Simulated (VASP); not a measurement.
# C in VASP: relaxation of the atoms with PBE+D3(BJ)

Aim: the relaxation of the atoms of C with PBE+D3(BJ).

Everything below comes from runs of VASP 6.6.1. Logs are shortened: lines on timing, memory, paths and dates and some standing lists are left out, and cuts for length are marked.

### Step 1. The cell of the first run

The cell holds a slab with vacuum, 4 atoms: a = 2.466 Å, b = 2.466 Å, c = 17.500 Å, α = 90.00°, β = 90.00°, γ = 120.00°.

### Step 2. Relaxation of the atoms, PBE+D3(BJ) (layers slid over each other)

File INCAR:

```
SYSTEM = C
PREC = Accurate
ENCUT = 520
EDIFF = 1E-6
ISMEAR = 0
SIGMA = 0.1
LREAL = .False.
LASPH = .True.
NELM = 100
ALGO = Normal
ISIF = 2
LWAVE = .False.
LCHARG = .False.
LDIPOL = .True.
IDIPOL = 3
DIPOL = 0.5 0.5 0.356
GGA = PE
IVDW = 12
IBRION = 2
NSW = 40
EDIFFG = -0.003
```

File KPOINTS:

```
Automatic mesh
0
Gamma
  15 15 1
  0 0 0
```

File POSCAR:

```
C
1.0
    2.4657189589      0.0000000000      0.0000000000
   -1.2328594795      2.1353752570      0.0000000000
    0.0000000000      0.0000000000     17.5000000000
C
4
Selective dynamics
Direct
    0.3333333333      0.6666666667      0.2571429257  F F F
    0.6666666667      0.3333333333      0.2571426191  F F T
    0.6666666667      1.3333333333      0.4546391205  F F T
    1.0000000000      1.0000000000      0.4546391205  F F T
```

Potentials or basis: VASP PAW PBE potentials, release 64 (C).

Started as:

```bash
> cat potpaw_PBE.64/C/POTCAR > POTCAR
> mpirun -np 1 vasp_std > vasp.out
```

OUTCAR:

```text
SYSTEM = C
   PREC = Accurate
   ENCUT = 520
   EDIFF = 1E-6
   ISMEAR = 0
   LREAL = .False.
   LASPH = .True.
   NELM = 100
   ISIF = 2
   GGA = PE
   IVDW = 12
   IBRION = 2
   NSW = 40
   EDIFFG = -0.003
 IVDW          = 12

 ion  position               nearest neighbor table
   1  0.333  0.667  0.257-   2 1.42   2 1.42   2 1.42
   2  0.667  0.333  0.257-   1 1.42   1 1.42   1 1.42
   3  0.667  0.333  0.455-   4 1.42   4 1.42   4 1.42
   4  0.000  0.000  0.455-   3 1.42   3 1.42   3 1.42

  LATTYP: Found a hexagonal cell.
 ALAT       =     2.4657189589
 C/A-ratio  =     7.0973214270

  Lattice vectors:

 A1 = (   2.4657189589,   0.0000000000,   0.0000000000)
 A2 = (  -1.2328594795,   2.1353752570,   0.0000000000)
 A3 = (   0.0000000000,   0.0000000000,  17.5000000000)

Analysis of symmetry for initial positions (statically):
=====================================================================
 Subroutine PRICEL returns:
 Original cell was already a primitive cell.

 Routine SETGRP: Setting up the symmetry group for a
 hexagonal supercell.

 Subroutine GETGRP returns: Found 12 space group operations
 (whereof  6 operations were pure point group operations)
 out of a pool of 24 trial point group operations.

The static configuration has the point symmetry C_3v.
 The point group associated with its full space group is D_3d.

Analysis of symmetry for dynamics (positions and initial velocities):
=====================================================================
 Subroutine PRICEL returns:
 Original cell was already a primitive cell.

 Routine SETGRP: Setting up the symmetry group for a
 hexagonal supercell.

 Subroutine GETGRP returns: Found 12 space group operations
 (whereof  6 operations were pure point group operations)
 out of a pool of 24 trial point group operations.

The dynamic configuration has the point symmetry C_3v.
 The point group associated with its full space group is D_3d.

Analysis of constrained symmetry for selective dynamics:
=====================================================================
 Subroutine PRICEL returns:
 Original cell was already a primitive cell.

 Routine SETGRP: Setting up the symmetry group for a
 hexagonal supercell.

 Subroutine GETGRP returns: Found  6 space group operations
 (whereof  6 operations were pure point group operations)
 out of a pool of 24 trial point group operations.

The constrained configuration has the point symmetry C_3v.

 Subroutine INISYM returns: Found  6 space group operations
 (whereof  6 operations are pure point group operations),
 and found     1 'primitive' translations

----------------------------------------------------------------------------------------

                                     Primitive cell

  volume of cell :      92.1416

  direct lattice vectors                    reciprocal lattice vectors
     2.465718959  0.000000000  0.000000000     0.405561224  0.234150882  0.000000000
    -1.232859480  2.135375257  0.000000000     0.000000000  0.468301764  0.000000000
     0.000000000  0.000000000 17.500000000     0.000000000  0.000000000  0.057142857

  length of vectors
     2.465718959  2.465718959 17.500000000     0.468301764  0.468301764  0.057142857

  position of ions in fractional coordinates (direct lattice)
     0.333333333  0.666666667  0.257142926
     0.666666667  0.333333333  0.257142619
     0.666666667  0.333333333  0.454639120
     0.000000000  0.000000000  0.454639120

  ion indices of the primitive-cell ions
   primitive index   ion index
                 1           1
                 2           2
                 3           3
                 4           4

----------------------------------------------------------------------------------------

 KPOINTS: Automatic mesh

Automatic generation of k-mesh.
 Grid dimensions read from file:
 generate k-points for:   15   15    1

 Generating k-lattice:

  Cartesian coordinates                     Fractional coordinates (reciprocal lattice)
     0.027037415  0.015610059  0.000000000     0.066666667  0.000000000  0.000000000
     0.000000000  0.031220118  0.000000000     0.000000000  0.066666667  0.000000000
     0.000000000  0.000000000  0.057142857     0.000000000  0.000000000  1.000000000

  Length of vectors
     0.031220118  0.031220118  0.057142857

  Shift w.r.t. Gamma in fractional coordinates (k-lattice)
     0.000000000  0.000000000  0.000000000

 Subroutine IBZKPT returns following result:
 ===========================================

 Found     27 irreducible k-points:

 Following reciprocal coordinates:
            Coordinates               Weight
  0.000000  0.000000  0.000000      1.000000
  0.066667  0.000000  0.000000      6.000000
  0.133333 -0.000000  0.000000      6.000000
  0.200000 -0.000000  0.000000      6.000000
  0.266667 -0.000000  0.000000      6.000000
  0.333333  0.000000  0.000000      6.000000
[... 16 lines left out ...]
  0.333333  0.200000  0.000000     12.000000
  0.400000  0.200000  0.000000      6.000000
 [... further k-points ...]
   k-points           NKPTS =     27   k-points in BZ     NKDIM =     27   number of bands    NBANDS=     12
   number of dos      NEDOS =    301   number of ions     NIONS =      4
   total plane-waves  NPLWV =  45360
   dimension x,y,z NGX =    18 NGY =   18 NGZ =  140
   dimension x,y,z NGXF=    36 NGYF=   36 NGZF=  280
   ions per type =               4
   NGX,Y,Z   is equivalent  to a cutoff of  12.14, 12.14, 13.30 a.u.
   NGXF,Y,Z  is equivalent  to a cutoff of  24.27, 24.27, 26.60 a.u.
 SYSTEM =  C
   PREC   = accura    normal or accurate (medium, high low for compatibility)
   ISTART =      0    job   : 0-new  1-cont  2-samecut
   ICHARG =      2    charge: 1-file 2-atom 10-const
   ISPIN  =      1    spin polarized calculation?
   LNONCOLLINEAR =      F non collinear calculations
   LSORBIT =      F    spin-orbit coupling
   LASPH  =      T    aspherical Exc in radial PAW
   ENCUT  =  520.0 eV  38.22 Ry    6.18 a.u.   4.58  4.58 32.54*2*pi/ulx,y,z
   NELM   =    100;   NELMIN=  2; NELMDL= -5     # of ELM steps
   EDIFF  = 0.1E-05   stopping-criterion for ELM
   LREAL  =      F    real-space projection
   EDIFFG = -.3E-02   stopping-criterion for IOM
   NSW    =     40    number of steps for IOM
   IBRION =      2    ionic relax: 0-MD 1-quasi-New 2-CG
   NFREE  =      1    steps in history (QN), initial steepest desc. (CG)
   ISIF   =      2    stress and relaxation
   ISYM   =      2    0-nonsym 1-usesym 2-fastsym
   POTIM  = 0.5000    time-step for ionic-motion
   TEBEG  =    0.0;   TEEND  =   0.0 temperature during run
   PSTRESS=    0.0 pullay stress
   NELECT =      16.0000    total number of electrons
   NUPDOWN=      -1.0000    fix difference up-down
   EMIN   =  10.00;   EMAX   =-10.00  energy-range for DOS
   EFERMI =   0.00;   METHOD = LEGACY
   ISMEAR =     0;   SIGMA  =   0.10  broadening in eV -4-tet -1-fermi 0-gaus
   EFERMI_NEDOS =   21; number of points for ismear=-14 and -15
   IALGO  =     38    algorithm
   IMIX   =      4    mixing-type and parameters
     AMIX     =   0.40;   BMIX     =  1.00
     AMIX_MAG =   1.60;   BMIX_MAG =  1.00
  volume/ion in A,a.u.               =      23.04       155.45
  Fermi-wavevector in a.u.,A,eV,Ry     =   0.913334  1.725951 11.349690  0.834179
  Thomas-Fermi vector in A             =   2.037833
   LORBIT       =      0    0 simple, 1 ext, 2 COOP (PROOUT), +10 PAW based schemes
   GGA     = PE    functional components
   LHFCALC =     F    Hartree Fock is set to
   AEXX    =    0.0000 exact exchange contribution
   IVDW    =    12    specifies the selected vdW correction
   LEPSILON=     F    determine dielectric tensor
   LRPA    =     F    only Hartree local field effects (RPA)
 conjugate gradient relaxation of ions
 non-spin polarized calculation
 Gauss-broadening in eV      SIGMA  =   0.10
  energy-cutoff  :      520.00
  volume of cell :       92.14
 maximum number of plane-waves:      2521
   NGX =  9   NGY =  9   NGZ = 65

--------------------------------------- Ionic step        1  -------------------------------------------

 number of electron      15.9999996 magnetization

 Free energy of the ion-electron system (eV)
  ---------------------------------------------------
  ext. energy  EPLUGINS =         0.00000000
  ---------------------------------------------------
  free energy    TOTEN  =       -36.88209636 eV

  energy without entropy =      -36.88109299  energy(sigma->0) =      -36.88159467

------------------------ aborting loop because EDIFF is reached ----------------------------------------

 Edisp (eV)   -0.46984

 E8    (eV) :    -0.1400
[... 111 lines left out ...]
  FREE ENERGIE OF THE ION-ELECTRON SYSTEM (eV)
  ---------------------------------------------------
  free  energy   TOTEN  =       -37.3519560466 eV

  energy  without entropy=      -37.3509526925  energy(sigma->0) =      -37.35145437

 dipolmoment           0.000000      0.000000      0.000026 electrons x Angstroem

[... ionic steps 4 to 20 ...]

--------------------------------------- Ionic step       21  -------------------------------------------

 number of electron      15.9999996 magnetization

------------------------ aborting loop because EDIFF is reached ----------------------------------------
[... 79 lines left out ...]
--------------------------------------- Ionic step       23  -------------------------------------------

 number of electron      15.9999996 magnetization

 dipolmoment           0.000000      0.000000     -0.000093 electrons x Angstroem

 Free energy of the ion-electron system (eV)
  ---------------------------------------------------
  ext. energy  EPLUGINS =         0.00000000
  ---------------------------------------------------
  free energy    TOTEN  =       -36.87671941 eV

  energy without entropy =      -36.87571635  energy(sigma->0) =      -36.87621788

 E-fermi :  -0.8371     XC(G=0):  -4.4238

 val. band max:       -0.8372331912   @ k =   0.3333   0.3333   0.0000
 cond. band min:      -0.8370563780   @ k =   0.3333   0.3333   0.0000
 fundamental gap:      0.0001768132
 Fermi energy:        -0.8371443489

 k-point     1 :       0.0000    0.0000    0.0000
  band No.  band energies     occupation
      1     -20.4165      2.00000
      2     -20.2790      2.00000
      3      -8.8932      2.00000
      4      -7.9748      2.00000
      5      -3.8686      2.00000
      6      -3.8686      2.00000
      7      -3.8604      2.00000
      8      -3.8604      2.00000
      9       2.5779      0.00000
     10       3.0340      0.00000
     11       3.9822      0.00000
     12       5.7320      0.00000
[... 331 lines left out ...]
 k-point    24 :       0.4000    0.2000    0.0000
  band No.  band energies     occupation
      1     -14.5219      2.00000
      2     -14.4736      2.00000
      3     -13.5211      2.00000
      4     -13.4902      2.00000
      5      -9.6904      2.00000
      6      -9.6439      2.00000
      7      -2.5149      2.00000
      8      -2.1886      2.00000
      9       0.4469      0.00000
     10       0.5308      0.00000
     11       9.7767      0.00000
     12      10.0729      0.00000

 [... further k-points ...]

------------------------ aborting loop because EDIFF is reached ----------------------------------------

 vacuum level on the upper side and lower side of the slab       (xc-potential included)        -0.012        -0.010

 Edisp (eV)   -0.47573

 E8    (eV) :    -0.1421

  FORCE on cell =-STRESS in cart. coord.  units (eV):
  Direction    XX          YY          ZZ          XY          YZ          ZX
  --------------------------------------------------------------------------------------
  -------------------------------------------------------------------------------------
  Total       0.11456     0.11456    -0.02476    -0.00000    -0.00000     0.00000
  in kB       1.99197     1.99197    -0.43057    -0.00000    -0.00000     0.00000
  external pressure =        1.18 kB  Pullay stress =        0.00 kB
[... 19 lines left out ...]
  FREE ENERGIE OF THE ION-ELECTRON SYSTEM (eV)
  ---------------------------------------------------
  free  energy   TOTEN  =       -37.3524533359 eV

  energy  without entropy=      -37.3514502779  energy(sigma->0) =      -37.35195181

 reached required accuracy - stopping structural energy minimisation

 vacuum level on the upper side and lower side of the slab         3.426         3.428
```

Run time: 7.5 min. Hardware: 1 thread of AMD EPYC 7R13, shared host; peak memory 0.18 GiB.

What came out:

```
Free energy                : -37.3525 eV
Energy gained by relaxing  : 0.1 meV/atom
Ionic steps                : 23
Band gap on the k mesh     : zero (filled and empty bands touch)
Dispersion energy per atom : -0.119 eV
```

Step by step:
```csv
step,energy change (eV),largest force on free atoms (eV/Å),pressure (GPa)
1,0.0000,0.0163,0.09
2,0.0000,0.0127,0.09
3,0.0000,0.0158,0.09
4,0.0000,0.0081,0.09
5,0.0000,0.0140,0.09
6,0.0000,0.0136,0.09
7,-0.0001,0.0122,0.09
8,-0.0001,0.0088,0.09
9,-0.0002,0.0105,0.10
10,-0.0003,0.0207,0.10
11,-0.0003,0.0562,0.11
12,-0.0003,0.0425,0.11
13,-0.0004,0.0415,0.11
14,-0.0004,0.0404,0.11
15,-0.0004,0.0374,0.11
16,-0.0005,0.0318,0.11
17,-0.0005,0.0312,0.12
18,-0.0005,0.0290,0.12
19,-0.0005,0.0247,0.12
20,-0.0005,0.0272,0.12
21,-0.0005,0.0262,0.12
22,-0.0005,0.0189,0.12
23,-0.0005,0.0029,0.12
```

Final structure:
```cif
data_structure
_symmetry_space_group_name_H-M 'P 1'
_symmetry_Int_Tables_number 1
_cell_length_a 2.4657
_cell_length_b 2.4657
_cell_length_c 17.5000
_cell_angle_alpha 90.000
_cell_angle_beta 90.000
_cell_angle_gamma 120.000
_cell_volume 92.14
loop_
_atom_site_label
_atom_site_type_symbol
_atom_site_fract_x
_atom_site_fract_y
_atom_site_fract_z
_atom_site_occupancy
C1 C 0.33333 0.66667 0.25714 1
C2 C 0.66667 0.33333 0.25718 1
C3 C 0.66667 0.33333 0.45110 1
C4 C 0.00000 0.00000 0.45114 1
```

Caveat: the cell differs from its parent crystal (layers slid over each other).
